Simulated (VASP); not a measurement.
# PbSe (P4/mmm) in VASP: further runs

PbSe is run at these levels: r2SCAN; tasks: single point.

All numbers are computed with VASP 6.6.1; they aren't measurements. Logs are shortened: lines on timing, memory, paths and dates and some standing lists are left out, and cuts for length are marked.

**1. The cell of the first run**

Symmetry: P4/mmm, No. 123, tetragonal system. The conventional cell has a = 3.822 Å, b = 3.822 Å, c = 3.710 Å, α = 90.00°, β = 90.00°, γ = 90.00°. Pb (site symmetry 4/mmm) has 8 Se at 3.28 Å and 6 Pb at 3.71 to 3.82 Å within 4.3 Å. Within 4.3 Å of Se (site symmetry 4/mmm) lie 8 Pb at 3.28 Å and 6 Se at 3.71 to 3.82 Å.

**2. Single point, r2SCAN**

POSCAR

```
PbSe
1.0
    3.8221652200      0.0000000000      0.0000000000
    0.0000000000      3.8221652200      0.0000000000
    0.0000000000      0.0000000000      3.7097559063
Pb Se
1 1
Direct
    0.0000000000      0.0000000000      0.0000000000
    0.5000000000      0.5000000000      0.5000000000
```

INCAR.step1

```
SYSTEM = PbSe
PREC     = Accurate       ! precision mode
ENCUT    = 520            ! plane-wave cutoff, eV
ISMEAR   = 0              ! smearing method
SIGMA    = 0.05           ! smearing width, eV
LREAL    = .FALSE.        ! projectors in reciprocal space
LASPH    = .TRUE.         ! aspherical terms in the spheres
NELM     = 60             ! most SCF steps
NBANDS   = 17             ! bands
GGA      = PE             ! functional
ALGO     = Normal         ! electronic algorithm
EDIFF    = 1E-4           ! SCF threshold, eV
LWAVE    = .TRUE.         ! write WAVECAR
LCHARG   = .FALSE.        ! write CHGCAR
```

INCAR.step2

```
SYSTEM = PbSe
PREC     = Accurate       ! precision mode
ENCUT    = 520            ! plane-wave cutoff, eV
EDIFF    = 1E-6           ! SCF threshold, eV
ISMEAR   = 0              ! smearing method
SIGMA    = 0.05           ! smearing width, eV
LREAL    = .FALSE.        ! projectors in reciprocal space
LASPH    = .TRUE.         ! aspherical terms in the spheres
NELM     = 60             ! most SCF steps
ALGO     = Normal         ! electronic algorithm
ISIF     = 2              ! what is computed and relaxed
LWAVE    = .FALSE.        ! write WAVECAR
LCHARG   = .FALSE.        ! write CHGCAR
METAGGA  = R2SCAN         ! meta-GGA
LMIXTAU  = .TRUE.       
NBANDS   = 17             ! bands
ISTART   = 1
```

KPOINTS

```
Automatic mesh
0
G
  6 6 6
  0 0 0
```

Potentials or basis: VASP PAW PBE potentials, release 64 (Pb_d, Se).

On the command line:

```
cat potpaw_PBE.64/Pb_d/POTCAR potpaw_PBE.64/Se/POTCAR > POTCAR
cp INCAR.step1 INCAR
mpirun -np 1 vasp_std > vasp.out
cp INCAR.step2 INCAR
mpirun -np 1 vasp_std > vasp.out
```

OUTCAR:

```text
SYSTEM = PbSe
   PREC = Accurate
   ENCUT = 520
   EDIFF = 1E-6
   ISMEAR = 0
   LREAL = .FALSE.
   LASPH = .TRUE.
   NELM = 60
   ISIF = 2
   METAGGA = R2SCAN
   ISTART = 1

 ion  position               nearest neighbor table
   1  0.000  0.000  0.000-   2 3.28   2 3.28   2 3.28   2 3.28   2 3.28   2 3.28   2 3.28   2 3.28

   2  0.500  0.500  0.500-   1 3.28   1 3.28   1 3.28   1 3.28   1 3.28   1 3.28   1 3.28   1 3.28

  LATTYP: Found a simple tetragonal cell.
 ALAT       =     3.8221652200
 C/A-ratio  =     0.9705901479

  Lattice vectors:

 A1 = (   3.8221652200,   0.0000000000,   0.0000000000)
 A2 = (   0.0000000000,   3.8221652200,   0.0000000000)
 A3 = (   0.0000000000,   0.0000000000,   3.7097559063)

Analysis of symmetry for initial positions (statically):
=====================================================================
 Subroutine PRICEL returns:
 Original cell was already a primitive cell.

 Routine SETGRP: Setting up the symmetry group for a
 simple tetragonal supercell.

 Subroutine GETGRP returns: Found 16 space group operations
 (whereof 16 operations were pure point group operations)
 out of a pool of 16 trial point group operations.

The static configuration has the point symmetry D_4h.

Analysis of symmetry for dynamics (positions and initial velocities):
=====================================================================
 Subroutine PRICEL returns:
 Original cell was already a primitive cell.

 Routine SETGRP: Setting up the symmetry group for a
 simple tetragonal supercell.

 Subroutine GETGRP returns: Found 16 space group operations
 (whereof 16 operations were pure point group operations)
 out of a pool of 16 trial point group operations.

The dynamic configuration has the point symmetry D_4h.

 Subroutine INISYM returns: Found 16 space group operations
 (whereof 16 operations are pure point group operations),
 and found     1 'primitive' translations

----------------------------------------------------------------------------------------

                                     Primitive cell

  volume of cell :      54.1956

  direct lattice vectors                    reciprocal lattice vectors
     3.822165220  0.000000000  0.000000000     0.261631809  0.000000000  0.000000000
     0.000000000  3.822165220  0.000000000     0.000000000  0.261631809  0.000000000
     0.000000000  0.000000000  3.709755906     0.000000000  0.000000000  0.269559514

  length of vectors
     3.822165220  3.822165220  3.709755906     0.261631809  0.261631809  0.269559514

  position of ions in fractional coordinates (direct lattice)
     0.000000000  0.000000000  0.000000000
     0.500000000  0.500000000  0.500000000

  ion indices of the primitive-cell ions
   primitive index   ion index
                 1           1
                 2           2

----------------------------------------------------------------------------------------

 KPOINTS: Automatic mesh

Automatic generation of k-mesh.
 Grid dimensions read from file:
 generate k-points for:    6    6    6

 Generating k-lattice:

  Cartesian coordinates                     Fractional coordinates (reciprocal lattice)
     0.043605301  0.000000000  0.000000000     0.166666667  0.000000000  0.000000000
     0.000000000  0.043605301  0.000000000     0.000000000  0.166666667  0.000000000
     0.000000000  0.000000000  0.044926586     0.000000000  0.000000000  0.166666667

  Length of vectors
     0.043605301  0.043605301  0.044926586

  Shift w.r.t. Gamma in fractional coordinates (k-lattice)
     0.000000000  0.000000000  0.000000000

 Subroutine IBZKPT returns following result:
 ===========================================

 Found     40 irreducible k-points:

 Following reciprocal coordinates:
            Coordinates               Weight
  0.000000  0.000000  0.000000      1.000000
  0.166667  0.000000  0.000000      4.000000
  0.333333  0.000000  0.000000      4.000000
  0.500000  0.000000  0.000000      2.000000
  0.166667  0.166667  0.000000      4.000000
  0.333333  0.166667  0.000000      8.000000
[... 16 lines left out ...]
  0.333333  0.000000  0.333333      8.000000
  0.500000  0.000000  0.333333      4.000000
 [... further k-points ...]
   k-points           NKPTS =     40   k-points in BZ     NKDIM =     40   number of bands    NBANDS=     17
   number of dos      NEDOS =    301   number of ions     NIONS =      2
   total plane-waves  NPLWV =  21952
   dimension x,y,z NGX =    28 NGY =   28 NGZ =   28
   dimension x,y,z NGXF=    56 NGYF=   56 NGZF=   56
   ions per type =               1   1
   NGX,Y,Z   is equivalent  to a cutoff of  12.18, 12.18, 12.55 a.u.
   NGXF,Y,Z  is equivalent  to a cutoff of  24.36, 24.36, 25.10 a.u.
 SYSTEM =  PbSe
   PREC   = accura    normal or accurate (medium, high low for compatibility)
   ISTART =      1    job   : 0-new  1-cont  2-samecut
   ICHARG =      0    charge: 1-file 2-atom 10-const
   ISPIN  =      1    spin polarized calculation?
   LNONCOLLINEAR =      F non collinear calculations
   LSORBIT =      F    spin-orbit coupling
   LASPH  =      T    aspherical Exc in radial PAW
   ENCUT  =  520.0 eV  38.22 Ry    6.18 a.u.   7.11  7.11  6.90*2*pi/ulx,y,z
   NELM   =     60;   NELMIN=  2; NELMDL=  0     # of ELM steps
   EDIFF  = 0.1E-05   stopping-criterion for ELM
   LREAL  =      F    real-space projection
   EDIFFG = 0.1E-04   stopping-criterion for IOM
   NSW    =      0    number of steps for IOM
   IBRION =     -1    ionic relax: 0-MD 1-quasi-New 2-CG
   NFREE  =      0    steps in history (QN), initial steepest desc. (CG)
   ISIF   =      2    stress and relaxation
   ISYM   =      2    0-nonsym 1-usesym 2-fastsym
   POTIM  = 0.5000    time-step for ionic-motion
   TEBEG  =    0.0;   TEEND  =   0.0 temperature during run
   PSTRESS=    0.0 pullay stress
   NELECT =      20.0000    total number of electrons
   NUPDOWN=      -1.0000    fix difference up-down
   EMIN   =  10.00;   EMAX   =-10.00  energy-range for DOS
   EFERMI =   0.00;   METHOD = LEGACY
   ISMEAR =     0;   SIGMA  =   0.05  broadening in eV -4-tet -1-fermi 0-gaus
   EFERMI_NEDOS =   21; number of points for ismear=-14 and -15
   IALGO  =     38    algorithm
   IMIX   =      4    mixing-type and parameters
     AMIX     =   0.40;   BMIX     =  1.00
     AMIX_MAG =   1.60;   BMIX_MAG =  1.00
  volume/ion in A,a.u.               =      27.10       182.87
  Fermi-wavevector in a.u.,A,eV,Ry     =   1.174258  2.219025 18.760817  1.378881
  Thomas-Fermi vector in A             =   2.310658
   LORBIT       =      0    0 simple, 1 ext, 2 COOP (PROOUT), +10 PAW based schemes
   METAGGA = R2SCAN    functional components
   LHFCALC =     F    Hartree Fock is set to
   AEXX    =    0.0000 exact exchange contribution
   IVDW    =     0    specifies the selected vdW correction
   LEPSILON=     F    determine dielectric tensor
   LRPA    =     F    only Hartree local field effects (RPA)
 non-spin polarized calculation
 Gauss-broadening in eV      SIGMA  =   0.05
  energy-cutoff  :      520.00
  volume of cell :       54.20
 maximum number of plane-waves:      1486
   NGX = 15   NGY = 15   NGZ = 13

 number of electron      20.0000000 magnetization

 Free energy of the ion-electron system (eV)
  ---------------------------------------------------
  ext. energy  EPLUGINS =         0.00000000
  ---------------------------------------------------
  free energy    TOTEN  =       -71.39740834 eV

  energy without entropy =      -71.39625152  energy(sigma->0) =      -71.39682993

 E-fermi :   5.3089     XC(G=0): -10.4505

 val. band max:        5.2863084462   @ k =   0.1667   0.1667   0.1667
 cond. band min:       5.3204828818   @ k =   0.5000   0.5000   0.0000
 fundamental gap:      0.0341744356
 Fermi energy:         5.3088997269

 k-point     1 :       0.0000    0.0000    0.0000
  band No.  band energies     occupation
      1     -12.4969      2.00000
      2     -12.4633      2.00000
      3     -12.3273      2.00000
      4     -12.3273      2.00000
      5     -12.3240      2.00000
      6      -8.4787      2.00000
[... 9 lines left out ...]
     16      17.3385      0.00000
     17      18.2321      0.00000

 k-point     2 :       0.1667    0.0000    0.0000
  band No.  band energies     occupation
      1     -12.4918      2.00000
      2     -12.4412      2.00000
      3     -12.3367      2.00000
      4     -12.3340      2.00000
      5     -12.3264      2.00000
      6      -8.2752      2.00000
[... 9 lines left out ...]
     16      17.5040      0.00000
     17      17.9819      0.00000

 k-point     3 :       0.3333    0.0000    0.0000
  band No.  band energies     occupation
      1     -12.4867      2.00000
      2     -12.3921      2.00000
      3     -12.3555      2.00000
      4     -12.3537      2.00000
      5     -12.3247      2.00000
      6      -7.7626      2.00000
[... 9 lines left out ...]
     16      15.5961      0.00000
     17      18.6427      0.00000

 k-point     4 :       0.5000    0.0000    0.0000
  band No.  band energies     occupation
      1     -12.4848      2.00000
      2     -12.3670      2.00000
      3     -12.3647      2.00000
      4     -12.3635      2.00000
      5     -12.3238      2.00000
      6      -7.4082      2.00000
[... 9 lines left out ...]
     16      18.9175      0.00000
     17      19.1716      0.00000
[... 343 lines left out ...]
      1     -12.4403      2.00000
      2     -12.3847      2.00000
      3     -12.3808      2.00000
      4     -12.3641      2.00000
      5     -12.3292      2.00000
      6      -7.5332      2.00000
[... 9 lines left out ...]
     16      16.2617      0.00000
     17      16.6842      0.00000

 k-point    23 :       0.3333    0.0000    0.3333
  band No.  band energies     occupation
      1     -12.4226      2.00000
      2     -12.4197      2.00000
      3     -12.3605      2.00000
      4     -12.3469      2.00000
      5     -12.3430      2.00000
      6      -7.1295      2.00000
[... 9 lines left out ...]
     16      15.2429      0.00000
     17      17.1267      0.00000

 k-point    24 :       0.5000    0.0000    0.3333
  band No.  band energies     occupation
      1     -12.4392      2.00000
      2     -12.4160      2.00000
      3     -12.3586      2.00000
      4     -12.3558      2.00000
      5     -12.3193      2.00000
      6      -6.8865      2.00000
[... 9 lines left out ...]
     16      15.3232      0.00000
     17      15.8471      0.00000

 [... further k-points ...]
[... 5 lines left out ...]
  --------------------------------------------------------------------------------------
  -------------------------------------------------------------------------------------
  Total       -0.5144591     -0.5144591      0.3757281      0.0000000     -0.0000000      0.0000000
  in kB      -15.2088775    -15.2088775     11.1075949      0.0000000     -0.0000000      0.0000000
  external PRESSURE =      -6.4367200 kB  Pullay stress =       0.0000000 kB

 VOLUME and BASIS-vectors are now :
 -----------------------------------------------------------------------------
  energy-cutoff  :      520.00
  volume of cell :       54.20
      direct lattice vectors                 reciprocal lattice vectors
     3.822165220  0.000000000  0.000000000     0.261631809  0.000000000  0.000000000
     0.000000000  3.822165220  0.000000000     0.000000000  0.261631809  0.000000000
     0.000000000  0.000000000  3.709755906     0.000000000  0.000000000  0.269559514

 POSITION                                       TOTAL-FORCE (eV/Angst)
 -----------------------------------------------------------------------------------
      0.00000      0.00000      0.00000         0.000000      0.000000      0.000000
      1.91108      1.91108      1.85488         0.000000      0.000000      0.000000
 -----------------------------------------------------------------------------------
    total drift:                               -0.000000      0.000000      0.000000

  FREE ENERGIE OF THE ION-ELECTRON SYSTEM (eV)
  ---------------------------------------------------
  free  energy   TOTEN  =       -71.3974083404 eV

  energy  without entropy=      -71.3962515197  energy(sigma->0) =      -71.39682993
```

Run time: 2.8 min. Hardware: 1 thread of AMD EPYC 7R43 (Zen 3), shared host; peak memory 0.15 GiB.

Results:

* Free energy: -71.3974 eV
* Pressure: -0.6 GPa
* Band gap on the k mesh: zero (bands 10 and 11 overlap by 0.71 eV)

Caveat: semilocal functionals underestimate gaps, so a narrow gap can read as zero; the PAW data sets were made with another functional, which shifts forces and pressure a little; spin-orbit coupling is left out, which moves the levels of the heavy elements.

**3. Single point, r2SCAN**

POSCAR

```
PbSe
1.0
    3.8600084400      0.0000000000      0.0000000000
    0.0000000000      3.8600084400      0.0000000000
    0.0000000000      0.0000000000      3.6373721646
Pb Se
1 1
Direct
    0.0000000000      0.0000000000      0.0000000000
    0.5000000000      0.5000000000      0.5000000000
```

INCAR.step1

```
SYSTEM = PbSe
PREC = Accurate
ENCUT = 520
ISMEAR = 0
SIGMA = 0.05
LREAL = .FALSE.
LASPH = .TRUE.
NELM = 80
NBANDS = 17
GGA = PE
ALGO = Normal
EDIFF = 1E-4
LWAVE = .TRUE.
LCHARG = .FALSE.
```

INCAR.step2

```
SYSTEM = PbSe
PREC = Accurate
ENCUT = 520
EDIFF = 1E-6
ISMEAR = 0
SIGMA = 0.05
LREAL = .FALSE.
LASPH = .TRUE.
NELM = 80
ALGO = Normal
ISIF = 2
LWAVE = .FALSE.
LCHARG = .TRUE.
METAGGA = R2SCAN
LMIXTAU = .TRUE.
LELF = .TRUE.
LVHAR = .TRUE.
NBANDS = 17
ISTART = 1
```

KPOINTS

```
regular mesh
0
G
  6 6 6
  0 0 0
```

Potentials or basis: VASP PAW PBE potentials, release 64 (Pb_d, Se).

On the command line:

```
cat potpaw_PBE.64/Pb_d/POTCAR potpaw_PBE.64/Se/POTCAR > POTCAR
cp INCAR.step1 INCAR
mpirun -np 1 vasp_std > vasp.out
cp INCAR.step2 INCAR
mpirun -np 1 vasp_std > vasp.out
```

OUTCAR:

```text
SYSTEM = PbSe
   PREC = Accurate
   ENCUT = 520
   EDIFF = 1E-6
   ISMEAR = 0
   LREAL = .FALSE.
   LASPH = .TRUE.
   NELM = 80
   ISIF = 2
   METAGGA = R2SCAN
   ISTART = 1

 ion  position               nearest neighbor table
   1  0.000  0.000  0.000-   2 3.28   2 3.28   2 3.28   2 3.28   2 3.28   2 3.28   2 3.28   2 3.28

   2  0.500  0.500  0.500-   1 3.28   1 3.28   1 3.28   1 3.28   1 3.28   1 3.28   1 3.28   1 3.28

  LATTYP: Found a simple tetragonal cell.
 ALAT       =     3.8600084400
 C/A-ratio  =     0.9423223346

  Lattice vectors:

 A1 = (   3.8600084400,   0.0000000000,   0.0000000000)
[... 651 lines left out ...]
      5     -12.3052      2.00000
      6      -6.8938      2.00000
[... 9 lines left out ...]
     16      15.2180      0.00000
     17      15.7939      0.00000

 [... further k-points ...]
[... 5 lines left out ...]
  --------------------------------------------------------------------------------------
  -------------------------------------------------------------------------------------
  Total       -0.6447351     -0.6447351      0.7139119      0.0000000      0.0000000      0.0000000
  in kB      -19.0602075    -19.0602075     21.1052733      0.0000000      0.0000000      0.0000000
  external PRESSURE =      -5.6717139 kB  Pullay stress =       0.0000000 kB

 VOLUME and BASIS-vectors are now :
 -----------------------------------------------------------------------------
  energy-cutoff  :      520.00
  volume of cell :       54.20
      direct lattice vectors                 reciprocal lattice vectors
     3.860008440  0.000000000  0.000000000     0.259066791  0.000000000  0.000000000
     0.000000000  3.860008440  0.000000000     0.000000000  0.259066791  0.000000000
     0.000000000  0.000000000  3.637372165     0.000000000  0.000000000  0.274923751

 POSITION                                       TOTAL-FORCE (eV/Angst)
 -----------------------------------------------------------------------------------
      0.00000      0.00000      0.00000         0.000000      0.000000      0.000000
      1.93000      1.93000      1.81869         0.000000      0.000000      0.000000
 -----------------------------------------------------------------------------------
    total drift:                               -0.000000     -0.000000     -0.000000

  FREE ENERGIE OF THE ION-ELECTRON SYSTEM (eV)
  ---------------------------------------------------
  free  energy   TOTEN  =       -71.3755594496 eV

  energy  without entropy=      -71.3746923671  energy(sigma->0) =      -71.37512591
```

OUTCAR.step1:

```text
SYSTEM = PbSe
   PREC = Accurate
   ENCUT = 520
   ISMEAR = 0
   LREAL = .FALSE.
   LASPH = .TRUE.
[... 704 lines left out ...]
      0.00000      0.00000      0.00000         0.000000      0.000000      0.000000
      1.93000      1.93000      1.81869         0.000000      0.000000      0.000000
 -----------------------------------------------------------------------------------
    total drift:                               -0.000000     -0.000000     -0.000000

  FREE ENERGIE OF THE ION-ELECTRON SYSTEM (eV)
  ---------------------------------------------------
  free  energy   TOTEN  =        -7.6901463283 eV

  energy  without entropy=       -7.6878886266  energy(sigma->0) =       -7.68901748
```

OSZICAR.step1:

```text
N       E                     dE             d eps       ncg     rms          rms(c)
DAV:   1     0.155433277042E+03    0.15543E+03   -0.97071E+03  1384   0.123E+03
DAV:   2     0.327040103085E+01   -0.15216E+03   -0.14758E+03  1436   0.307E+02
DAV:   3    -0.785655455876E+01   -0.11127E+02   -0.10880E+02  1760   0.889E+01
DAV:   4    -0.812837083584E+01   -0.27182E+00   -0.27157E+00  1668   0.148E+01
DAV:   5    -0.813664026053E+01   -0.82694E-02   -0.82690E-02  1991   0.258E+00    0.288E+00
DAV:   6    -0.769313337203E+01    0.44351E+00   -0.10645E+00  2024   0.697E+00    0.150E+00
DAV:   7    -0.769200987178E+01    0.11235E-02   -0.89431E-02  1524   0.148E+00    0.894E-01
DAV:   8    -0.769391380633E+01   -0.19039E-02   -0.27837E-02  1755   0.142E+00    0.330E-01
DAV:   9    -0.769012840610E+01    0.37854E-02   -0.13718E-02  1947   0.761E-01    0.108E-01
DAV:  10    -0.769014632834E+01   -0.17922E-04   -0.55191E-04  1526   0.139E-01
   1 F= -.76901463E+01 E0= -.76890175E+01  d E =-.225770E-02
```

Wall time 2.8 min (1 thread of AMD EPYC 7R43 (Zen 3), shared host); peak memory 0.16 GiB.

Results:

```yaml
Free_energy: -71.3756 eV
Pressure: -0.6 GPa
Band_gap_on_the_k_mesh: zero (bands 10 and 11 overlap by 1.01 eV)
```

Levels at points of the mesh, in eV from the Fermi level:
```tsv
k point	band 6	band 7	band 8	band 9	band 10	band 11	band 12	band 13	band 14	band 15
(0.00, 0.00, 0.00)	-13.86	-7.42	-2.00	-2.00	-1.18	5.21	5.83	6.06	6.06	6.52
(0.50, 0.00, 0.00)	-12.82	-9.53	-0.74	-0.39	-0.11	0.41	2.98	4.10	7.03	8.99
(0.50, 0.50, 0.00)	-12.20	-8.14	-4.69	-4.69	0.11	4.72	4.72	5.56	7.73	9.76
(0.00, 0.00, 0.50)	-12.65	-9.16	-0.74	-0.59	-0.59	-0.15	3.34	3.34	6.84	8.81
(0.50, 0.00, 0.50)	-12.04	-7.74	-4.56	-4.55	-0.37	3.76	4.22	4.85	7.07	8.79
(0.50, 0.50, 0.50)	-11.84	-6.82	-2.75	-2.51	-2.51	-0.90	-0.41	-0.41	14.12	14.12
```

Caveat: the PAW data sets were made with another functional, which shifts forces and pressure a little; spin-orbit coupling is left out, which moves the levels of the heavy elements.
